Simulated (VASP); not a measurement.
# Te (P3_121) in VASP: notebook

The runs below take Te through relaxation of the atoms, single point, relaxation of cell and atoms, with PBE, PBEsol, LDA.

Program: VASP 6.6.1. These are calculated values, not measurements. Logs are shortened: lines on timing, memory, paths and dates and some standing lists are left out, and cuts for length are marked.

## (1) The cell of the first run

Symmetry: P3_121, No. 152, trigonal system. The conventional cell has a = 4.365 Å, b = 4.365 Å, c = 5.924 Å, α = 90.00°, β = 90.00°, γ = 120.00°. Te (site symmetry 2) has 6 Te at 2.83 to 3.42 Å within 3.7 Å.

## (2) Relaxation of the atoms, PBE

INCAR reads:

```
SYSTEM = Te
  PREC = Accurate
  ENCUT = 520
  EDIFF = 1E-7
  ISMEAR = -1
  SIGMA = 0.05
  LREAL = .False.
  LASPH = .True.
  NELM = 60
  ALGO = Normal
  ISIF = 2
  LWAVE = .False.
  LCHARG = .False.
  GGA = PE
  IBRION = 2
  NSW = 60
  EDIFFG = -0.01
```

KPOINTS reads:

```
regular mesh
0
Gamma
  6 6 4
  0 0 0
```

POSCAR reads:

```
Te
1.0
    4.3649200000      0.0000000000      0.0000000000
   -2.1824600000      3.7801316055      0.0000000000
    0.0000000000      0.0000000000      5.9240000000
Te
3
Direct
    0.7310000000      0.7310000000      0.0000000000
    0.0000000000      0.2690000000      0.6666666667
    0.2690000000      0.0000000000      0.3333333333
```

Potentials or basis: VASP PAW PBE potentials, release 64 (Te).

On the command line:

```bash
$ cat potpaw_PBE.64/Te/POTCAR > POTCAR
$ mpirun -np 1 vasp_std > vasp.out
```

OUTCAR:

```text
SYSTEM = Te
   PREC = Accurate
   ENCUT = 520
   EDIFF = 1E-7
   ISMEAR = -1
   LREAL = .False.
   LASPH = .True.
   NELM = 60
   ISIF = 2
   GGA = PE
   IBRION = 2
   NSW = 60
   EDIFFG = -0.01

 ion  position               nearest neighbor table
   1  0.731  0.731  0.000-   3 2.83   2 2.83   3 3.42   2 3.42   2 3.42   3 3.42
   2  0.000  0.269  0.667-   1 2.83   3 2.83   1 3.42   1 3.42   3 3.42   3 3.42
   3  0.269  0.000  0.333-   1 2.83   2 2.83   1 3.42   1 3.42   2 3.42   2 3.42

  LATTYP: Found a hexagonal cell.
 ALAT       =     4.3649200000
 C/A-ratio  =     1.3571840950

  Lattice vectors:

 A1 = (   4.3649200000,   0.0000000000,   0.0000000000)
 A2 = (  -2.1824600000,   3.7801316055,   0.0000000000)
 A3 = (   0.0000000000,   0.0000000000,   5.9240000000)

Analysis of symmetry for initial positions (statically):
=====================================================================
 Subroutine PRICEL returns:
 Original cell was already a primitive cell.

 Routine SETGRP: Setting up the symmetry group for a
 hexagonal supercell.

 Subroutine GETGRP returns: Found  6 space group operations
 (whereof  2 operations were pure point group operations)
 out of a pool of 24 trial point group operations.

The static configuration has the point symmetry C_2 .
 The point group associated with its full space group is D_3 .

Analysis of symmetry for dynamics (positions and initial velocities):
=====================================================================
 Subroutine PRICEL returns:
 Original cell was already a primitive cell.

 Routine SETGRP: Setting up the symmetry group for a
 hexagonal supercell.

 Subroutine GETGRP returns: Found  6 space group operations
 (whereof  2 operations were pure point group operations)
 out of a pool of 24 trial point group operations.

The dynamic configuration has the point symmetry C_2 .
 The point group associated with its full space group is D_3 .

 Subroutine INISYM returns: Found  6 space group operations
 (whereof  2 operations are pure point group operations),
 and found     1 'primitive' translations

----------------------------------------------------------------------------------------

                                     Primitive cell

  volume of cell :      97.7458

  direct lattice vectors                    reciprocal lattice vectors
     4.364920000  0.000000000  0.000000000     0.229099273  0.132270527  0.000000000
    -2.182460000  3.780131605  0.000000000     0.000000000  0.264541054  0.000000000
[... 76 lines left out ...]
 SYSTEM =  Te
   PREC   = accura    normal or accurate (medium, high low for compatibility)
   ISTART =      0    job   : 0-new  1-cont  2-samecut
   ICHARG =      2    charge: 1-file 2-atom 10-const
   ISPIN  =      1    spin polarized calculation?
   LNONCOLLINEAR =      F non collinear calculations
   LSORBIT =      F    spin-orbit coupling
   LASPH  =      T    aspherical Exc in radial PAW
   ENCUT  =  520.0 eV  38.22 Ry    6.18 a.u.   8.12  8.12 11.01*2*pi/ulx,y,z
   NELM   =     60;   NELMIN=  2; NELMDL= -5     # of ELM steps
   EDIFF  = 0.1E-06   stopping-criterion for ELM
   LREAL  =      F    real-space projection
   EDIFFG = -.1E-01   stopping-criterion for IOM
   NSW    =     60    number of steps for IOM
   IBRION =      2    ionic relax: 0-MD 1-quasi-New 2-CG
   NFREE  =      1    steps in history (QN), initial steepest desc. (CG)
   ISIF   =      2    stress and relaxation
   ISYM   =      2    0-nonsym 1-usesym 2-fastsym
   POTIM  = 0.5000    time-step for ionic-motion
   TEBEG  =    0.0;   TEEND  =   0.0 temperature during run
   PSTRESS=    0.0 pullay stress
   NELECT =      18.0000    total number of electrons
   NUPDOWN=      -1.0000    fix difference up-down
   EMIN   =  10.00;   EMAX   =-10.00  energy-range for DOS
[... 5 lines left out ...]
     AMIX     =   0.40;   BMIX     =  1.00
     AMIX_MAG =   1.60;   BMIX_MAG =  1.00
  volume/ion in A,a.u.               =      32.58       219.87
  Fermi-wavevector in a.u.,A,eV,Ry     =   0.931393  1.760077 11.802955  0.867493
  Thomas-Fermi vector in A             =   2.057881
   LORBIT       =      0    0 simple, 1 ext, 2 COOP (PROOUT), +10 PAW based schemes
   GGA     = PE    functional components
   LHFCALC =     F    Hartree Fock is set to
   AEXX    =    0.0000 exact exchange contribution
   IVDW    =     0    specifies the selected vdW correction
   LEPSILON=     F    determine dielectric tensor
   LRPA    =     F    only Hartree local field effects (RPA)
 conjugate gradient relaxation of ions
 non-spin polarized calculation
  energy-cutoff  :      520.00
  volume of cell :       97.75
 maximum number of plane-waves:      2642
   NGX = 17   NGY = 17   NGZ = 23

--------------------------------------- Ionic step        1  -------------------------------------------

 number of electron      17.9999998 magnetization

 Free energy of the ion-electron system (eV)
  ---------------------------------------------------
  ext. energy  EPLUGINS =         0.00000000
  ---------------------------------------------------
  free energy    TOTEN  =        -9.35760981 eV

  energy without entropy =       -9.35513230  energy(sigma->0) =       -9.35637106

------------------------ aborting loop because EDIFF is reached ----------------------------------------

  FORCE on cell =-STRESS in cart. coord.  units (eV):
  Direction    XX          YY          ZZ          XY          YZ          ZX
  --------------------------------------------------------------------------------------
  -------------------------------------------------------------------------------------
  Total        1.9053203      1.9053203      2.4377543      0.0000000      0.0000000      0.0000000
  in kB       31.2305995     31.2305995     39.9578635      0.0000000      0.0000000      0.0000000
  external PRESSURE =      34.1396875 kB  Pullay stress =       0.0000000 kB
[... 98 lines left out ...]
--------------------------------------- Ionic step        4  -------------------------------------------

 number of electron      17.9999998 magnetization

 Free energy of the ion-electron system (eV)
  ---------------------------------------------------
  ext. energy  EPLUGINS =         0.00000000
  ---------------------------------------------------
  free energy    TOTEN  =        -9.38484373 eV

  energy without entropy =       -9.38227538  energy(sigma->0) =       -9.38355956

 E-fermi :   6.5790     XC(G=0):  -9.2717

 val. band max:        6.5120058457   @ k =   0.3333   0.3333   0.5000
 cond. band min:       6.6007800875   @ k =   0.3333   0.3333   0.5000
 fundamental gap:      0.0887742418
 Fermi energy:         6.5789930019

 k-point     1 :       0.0000    0.0000    0.0000
  band No.  band energies     occupation
      1      -7.3166      2.00000
      2      -3.9509      2.00000
      3      -3.9509      2.00000
      4       3.4844      2.00000
      5       3.8474      2.00000
      6       3.8474      2.00000
      7       4.7122      2.00000
      8       4.7122      2.00000
      9       5.3728      2.00000
     10       7.4845      0.00000
     11       7.4845      0.00000
     12       8.1054      0.00000
     13      11.4044      0.00000
[... 396 lines left out ...]
  FREE ENERGIE OF THE ION-ELECTRON SYSTEM (eV)
  ---------------------------------------------------
  free  energy   TOTEN  =        -9.3848437286 eV

  energy  without entropy=       -9.3822753837  energy(sigma->0) =       -9.38355956

 reached required accuracy - stopping structural energy minimisation
```

OSZICAR:

```text
N       E                     dE             d eps       ncg     rms          rms(c)
DAV:   1     0.803699231275E+02    0.80370E+02   -0.66120E+03   624   0.111E+03
DAV:   2    -0.351791625197E+01   -0.83888E+02   -0.80747E+02   815   0.158E+02
DAV:   3    -0.926862484838E+01   -0.57507E+01   -0.56998E+01   794   0.460E+01
[... 32 lines left out ...]
DAV:   2    -0.938483927753E+01   -0.11247E-03   -0.12370E-03   714   0.237E-01    0.279E-02
DAV:   3    -0.938484141219E+01   -0.21347E-05   -0.13860E-05   684   0.315E-02    0.169E-02
DAV:   4    -0.938484343623E+01   -0.20240E-05   -0.17893E-06   722   0.910E-03    0.444E-03
DAV:   5    -0.938484375046E+01   -0.31422E-06   -0.93358E-08   337   0.230E-03    0.134E-03
DAV:   6    -0.938484372865E+01    0.21808E-07   -0.26803E-08   312   0.127E-03
   4 F= -.93848437E+01 E0= -.93835596E+01  d E =-.272339E-01
```

CONTCAR:

```text
Te
   1.00000000000000
     4.3649199999999997    0.0000000000000000    0.0000000000000000
    -2.1824599999999998    3.7801316054999998    0.0000000000000000
     0.0000000000000000    0.0000000000000000    5.9240000000000004
  Te
     3
Direct
     0.7180948255371733    0.7180948255371733    0.0000000000000000
     0.0000000000000000    0.2819051744628267    0.6666666667000030
     0.2819051744628267    0.0000000000000000    0.3333333332999970

  0.00000000E+00  0.00000000E+00  0.00000000E+00
  0.00000000E+00  0.00000000E+00  0.00000000E+00
  0.00000000E+00  0.00000000E+00  0.00000000E+00
```

Run time: 63 s. Hardware: 1 thread of Intel Xeon 6975P-C, shared host; peak memory 0.22 GiB.

Results:

- Free energy: -9.3848 eV
- Energy gained by relaxing: 9.1 meV/atom
- Ionic steps: 4
- Pressure after relaxing: 2.1 GPa
- Largest force after relaxing: 0.004 eV/Å
- Band gap on the k mesh: 0.09 eV, direct

Forces on the atoms (eV/Å):
```
Te   0.002  0.003  0.000
Te   0.002 -0.003  0.000
Te  -0.004  0.000  0.000
```

Step by step:
```
step  energy change (eV)  largest force (eV/Å)  pressure (GPa)
   1              0.0000                0.3487            3.41
   2             -0.0145                0.2298            2.97
   3             -0.0270                0.0275            1.99
   4             -0.0272                0.0038            2.09
```

Final structure:
```yaml
crystal:
  lattice:
    - [4.36492, 0.00000, 0.00000]
    - [-2.18246, 3.78013, 0.00000]
    - [0.00000, 0.00000, 5.92400]
  atoms:
    - { symbol: Te, position: [0.71809, 0.71809, 0.00000] }
    - { symbol: Te, position: [0.00000, 0.28191, 0.66667] }
    - { symbol: Te, position: [0.28191, 0.00000, 0.33333] }
```

Caveat: spin-orbit coupling is left out, which moves the levels of the heavy elements. A k mesh can miss the band edges.

## (3) Single point, PBEsol

This run uses another cell than the first one, of 28.85 Å³/atom, 0.885 times its volume.

INCAR reads:

```
SYSTEM = Te
  PREC = Accurate
  ENCUT = 520
  EDIFF = 1E-7
  ISMEAR = -1
  SIGMA = 0.05
  LREAL = .FALSE.
  LASPH = .TRUE.
  NELM = 100
  ALGO = Normal
  ISIF = 2
  LWAVE = .FALSE.
  LCHARG = .FALSE.
  GGA = PS
  NBANDS = 16
```

KPOINTS reads:

```
Automatic mesh
0
G
  7 7 5
  0 0 0
```

POSCAR reads:

```
Te
1.0
    4.0980065237      0.0000000000      0.0000000000
   -2.0490032618      3.5489777544      0.0000000000
    0.0000000000      0.0000000000      5.9505251208
Te
3
Direct
    0.6991443875      0.6991443875      0.0000000000
    0.0000000000      0.3008556125      0.6666666667
    0.3008556125      0.0000000000      0.3333333333
```

Potentials or basis: VASP PAW PBE potentials, release 64 (Te).

On the command line:

```bash
$ cat potpaw_PBE.64/Te/POTCAR > POTCAR
$ mpirun -np 1 vasp_std > vasp.out
```

It took 32 s on 1 thread of Intel Xeon Platinum 8375C at 2.90GHz (Ice Lake), shared host; peak memory 0.2 GiB.

The run converged. Its results:

```
Free energy            : -10.4452 eV
Pressure               : 5.1 GPa
Largest force          : 0.018 eV/Å
Band gap on the k mesh : 0.32 eV, indirect (least direct gap 0.42 eV)
```

Forces in eV/Å, atoms in the order of the input:
```
Te  -0.009 -0.016  0.000
Te  -0.009  0.016  0.000
Te   0.018  0.000  0.000
```

Stress tensor (GPa, compression positive):
```
5.04 0.00 0.00
0.00 5.04 0.00
0.00 0.00 5.13
```

Levels at points of the mesh, in eV from the valence-band top:
| k point | band 7 | band 8 | band 9 | band 10 | band 11 | band 12 |
| --- | --- | --- | --- | --- | --- | --- |
| (0.00, 0.00, 0.00) | -1.60 | -1.60 | -1.19 | 1.42 | 1.42 | 2.29 |

Caveat: the PAW data sets were made with another functional, which shifts forces and pressure a little; spin-orbit coupling is left out, which moves the levels of the heavy elements. A k mesh can miss the band edges.

## (4) Single point, PBEsol

This run uses another cell than the first one, of 32.12 Å³/atom, 0.986 times its volume.

INCAR reads:

```
SYSTEM = Te
PREC = Accurate ; ENCUT = 520
EDIFF = 1E-6 ; ISMEAR = -1
SIGMA = 0.05 ; LREAL = .False.
LASPH = .True. ; NELM = 100
ALGO = Normal ; ISIF = 2
LWAVE = .False. ; LCHARG = .False.
GGA = PS ; NBANDS = 16
```

KPOINTS reads:

```
Automatic mesh
0
Gamma
  7 7 5
  0 0 0
```

POSCAR reads:

```
Te
1.0
    4.3253192744      0.0000000000      0.0000000000
   -2.1626596372      3.7458363711      0.0000000000
    0.0000000000      0.0000000000      5.9479039947
Te
3
Direct
    0.7167704576      0.7167704576      0.0000000000
    0.0000000000      0.2832295424      0.6666666667
    0.2832295424      0.0000000000      0.3333333333
```

On the command line:

```bash
$ cat potpaw_PBE.64/Te/POTCAR > POTCAR
$ mpirun -np 1 vasp_std > vasp.out
```

It took 28 s on 1 thread of Intel Xeon Platinum 8375C at 2.90GHz (Ice Lake), shared host; peak memory 0.22 GiB.

The run converged. Its results:

| Item | Value |
| --- | --- |
| Free energy | -10.5782 eV |
| Pressure | 0.1 GPa |
| Largest force | 0.020 eV/Å |
| Band gap on the k mesh | 0.46 eV, indirect (least direct gap 0.62 eV) |

Forces in eV/Å, atoms in the order of the input:
```
Te  -0.010 -0.017  0.000
Te  -0.010  0.017  0.000
Te   0.020  0.000  0.000
```

Levels at points of the mesh, in eV from the valence-band top:
| k point | band 6 | band 7 | band 8 | band 9 | band 10 | band 11 | band 12 | band 13 |
| --- | --- | --- | --- | --- | --- | --- | --- | --- |
| (0.00, 0.00, 0.00) | -2.43 | -1.60 | -1.60 | -0.94 | 1.18 | 1.18 | 1.85 | 4.98 |

Caveat: the PAW data sets were made with another functional, which shifts forces and pressure a little; spin-orbit coupling is left out, which moves the levels of the heavy elements. A k mesh can miss the band edges.

## (5) Relaxation of cell and atoms, PBEsol

This run uses another cell than the first one, of 33.93 Å³/atom, 1.041 times its volume.

INCAR reads:

```
PREC     = Accurate       # precision mode
ENCUT    = 600            # plane-wave cutoff, eV
EDIFF    = 1E-6           # SCF threshold, eV
ISMEAR   = -1             # smearing method
SIGMA    = 0.05           # smearing width, eV
LREAL    = False          # projectors in reciprocal space
LASPH    = True           # aspherical terms in the spheres
NELM     = 60             # most SCF steps
ALGO     = Normal         # electronic algorithm
ISIF     = 3              # what is computed and relaxed
LWAVE    = False          # write WAVECAR
LCHARG   = False          # write CHGCAR
GGA      = PS             # functional
IBRION   = 2              # ionic algorithm
NSW      = 80             # ionic steps
EDIFFG   = -0.01          # ionic threshold
```

KPOINTS reads:

```
Automatic mesh
0
Gamma
  7 7 5
```

POSCAR reads:

```
Te
1.0
    4.4540000000      0.0000000000      0.0000000000
   -2.2270000000      3.8572771485      0.0000000000
    0.0000000000      0.0000000000      5.9240000000
Te
3
Direct
    0.7310000000      0.7310000000      0.0000000000
    0.0000000000      0.2690000000      0.6666666667
    0.2690000000      0.0000000000      0.3333333333
```

On the command line:

```bash
$ cat potpaw_PBE.64/Te/POTCAR > POTCAR
$ mpirun -np 1 vasp_std > vasp.out
```

It took 2.9 min on 1 thread of Intel Xeon Platinum 8375C at 2.90GHz (Ice Lake), shared host; peak memory 0.27 GiB.

The run converged. Its results:

* Free energy: -10.5785 eV
* Relaxed volume: 32.10 Å³/atom
* Relaxed cell: a = 4.323 Å, b = 4.323 Å, c = 5.951 Å, α = 90.00°, β = 90.00°, γ = 120.00°
* Space group after relaxing (to 0.05 Å): P3_121 (No. 152)
* Energy gained by relaxing: 10.7 meV/atom
* Ionic steps: 10
* Pressure after relaxing: 0.0 GPa
* Largest force after relaxing: 0.006 eV/Å
* Band gap on the k mesh: 0.45 eV, indirect (least direct gap 0.61 eV)

Forces on the atoms (eV/Å):
```
Te  -0.003 -0.005  0.000
Te  -0.003  0.005  0.000
Te   0.006  0.000  0.000
```

Step by step:
| step | energy change (eV) | largest force (eV/Å) | pressure (GPa) | volume (Å³) |
| --- | --- | --- | --- | --- |
| 1 | 0.0000 | 0.1261 | -0.87 | 101.78 |
| 2 | -0.0091 | 0.2296 | 0.28 | 99.08 |
| 3 | -0.0091 | 0.2321 | 0.31 | 99.01 |
| 4 | -0.0182 | 0.1821 | 0.28 | 98.23 |
| 5 | -0.0311 | 0.0557 | 0.34 | 95.90 |
| 6 | -0.0312 | 0.0440 | 0.37 | 95.65 |
| 7 | -0.0306 | 0.0228 | -0.51 | 97.18 |
| 8 | -0.0320 | 0.0154 | -0.01 | 96.30 |
| 9 | -0.0321 | 0.0119 | -0.01 | 96.30 |
| 10 | -0.0322 | 0.0056 | 0.00 | 96.31 |

Final structure:
```
Te
1.0
     4.32273    0.00000    0.00000
    -2.16136    3.74359    0.00000
     0.00000    0.00000    5.95139
Te
3
Cartesian
  1.5475 2.6803 0.0000
  -0.6139 1.0633 3.9676
  1.2278 0.0000 1.9838
```

Levels at points of the mesh, in eV from the valence-band top:
| k point | band 7 | band 8 | band 9 | band 10 | band 11 | band 12 |
| --- | --- | --- | --- | --- | --- | --- |
| (0.00, 0.00, 0.00) | -1.60 | -1.60 | -0.95 | 1.18 | 1.18 | 1.85 |

Caveat: the PAW data sets were made with another functional, which shifts forces and pressure a little; spin-orbit coupling is left out, which moves the levels of the heavy elements. A k mesh can miss the band edges.

## (6) Single point, LDA

This run uses another cell than the first one, of 33.93 Å³/atom, 1.041 times its volume.

INCAR reads:

```
SYSTEM = Te
PREC = Accurate ; ENCUT = 520
EDIFF = 1E-6 ; ISMEAR = 0
SIGMA = 0.02 ; LREAL = .FALSE.
LASPH = .TRUE. ; NELM = 60
ALGO = Normal ; ISIF = 2
LWAVE = .FALSE. ; LCHARG = .TRUE.
GGA = CA ; LELF = .TRUE.
LVHAR = .TRUE. ; NBANDS = 16
```

KPOINTS reads:

```
regular mesh
0
G
  7 7 5
  0 0 0
```

POSCAR is that of step 5.

Potentials or basis: VASP PAW LDA potentials, release 64 (Te).

On the command line:

```bash
$ cat potpaw_LDA.64/Te/POTCAR > POTCAR
$ mpirun -np 1 vasp_std > vasp.out
```

Run time: 43 s. Hardware: 1 thread of AMD EPYC 7R13 (Zen 3), shared host; peak memory 0.17 GiB.

The run converged. Its results:

```yaml
Free_energy: -11.3481 eV
Pressure: -1.8 GPa
Largest_force: 0.084 eV/Å
Band_gap_on_the_k_mesh: 0.57 eV, indirect (least direct gap 0.74 eV)
```

Forces in eV/Å, atoms in the order of the input:
```
Te  -0.042 -0.073  0.000
Te  -0.042  0.073  0.000
Te   0.084  0.000  0.000
```

Stress tensor (GPa, compression positive):
```
-1.86  0.00  0.00
 0.00 -1.86  0.00
 0.00  0.00 -1.79
```

Levels at points of the mesh, in eV from the valence-band top:
```
           k point  band 6  band 7  band 8  band 9  band 10  band 11  band 12  band 13
(0.00, 0.00, 0.00)   -2.60   -1.51   -1.51   -0.67     1.14     1.14     1.73     5.06
```

Caveat: spin-orbit coupling is left out, which moves the levels of the heavy elements.

## (7) The runs side by side

```tsv
task	level	potentials or basis	cell	k mesh	cutoff (eV)	smearing	gap on the mesh (eV)	pressure (GPa)	largest force (eV/Å)
relaxation of the atoms	PBE	VASP PAW PBE potentials, release 64 (Te)	atoms relaxed from a = 4.365, b = 4.365, c = 5.924 Å, angles 90.0, 90.0, 120.0°, 3 atoms	6 × 6 × 4	520	fermi-dirac 0.05 eV	0.09	2.1	-
single point	PBEsol	VASP PAW PBE potentials, release 64 (Te)	a = 4.098, b = 4.098, c = 5.951 Å, angles 90.0, 90.0, 120.0°, 3 atoms	7 × 7 × 5	520	fermi-dirac 0.05 eV	0.32	5.1	0.02
single point	PBEsol	VASP PAW PBE potentials, release 64 (Te)	a = 4.325, b = 4.325, c = 5.948 Å, angles 90.0, 90.0, 120.0°, 3 atoms	7 × 7 × 5	520	fermi-dirac 0.05 eV	0.46	0.1	0.02
relaxation of cell and atoms	PBEsol	VASP PAW PBE potentials, release 64 (Te)	relaxed from a = 4.454, b = 4.454, c = 5.924 Å, angles 90.0, 90.0, 120.0°, 3 atoms	7 × 7 × 5	600	fermi-dirac 0.05 eV	0.45	0.0	0.01
single point	LDA	VASP PAW LDA potentials, release 64 (Te)	a = 4.454, b = 4.454, c = 5.924 Å, angles 90.0, 90.0, 120.0°, 3 atoms	7 × 7 × 5	520	gaussian 0.02 eV	0.57	-1.8	0.08
```

Alike in all rows: no spin polarisation.

Caveats: spin-orbit coupling is left out, which moves the levels of the heavy elements; the PAW data sets were made with another functional, which shifts forces and pressure a little (some runs).

Absolute energies hang on the potentials; compare differences alone.
